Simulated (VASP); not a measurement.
Runs of VASP 6.6.1 on SiAgBr6. The structure is that of space group Fm-3m (No. 225), or close to it. The cells are those of the table. 

| task | cell | k mesh | cutoff (eV) | gap on the mesh (eV) | pressure (GPa) | relaxed volume (Å³/atom) | largest force (eV/Å) |
| --- | --- | --- | --- | --- | --- | --- | --- |
| relaxation of cell and atoms | relaxed from a = 7.404 Å, angles 60.0°, 8 atoms | 6 × 6 × 6 | 600 | none | 0.0 | (a) | - |
| single point | a = 7.437 Å, angles 60.0°, 8 atoms | 6 × 6 × 6 | 520 | none | 0.0 | - | 0.02 |
| single point | a = 7.404 Å, angles 60.0°, 8 atoms | 4 × 4 × 4 | 520 | none | 0.2 | - | 0.02 |
| relaxation of cell and atoms | relaxed from a = 7.212 Å, angles 60.0°, 8 atoms | 4 × 4 × 4 | 600 | none | -0.1 | 36.49 | 0.03 |

Alike in all rows: level PBE; potentials or basis VASP PAW PBE potentials, release 64 (Si, Ag, Br); no spin polarisation; smearing gaussian 0.1 eV.

**Question.** Fill in the values left out.

**Answer.** (a) 36.31.

Caveats: an odd number of electrons without spin polarisation forces a metal; a magnetic or distorted state may lie lower.

A k mesh can miss the band edges, and the runs leave out spin-orbit coupling on Ag, Br.

A gap of «none» marks levels without a gap at the run's occupations.
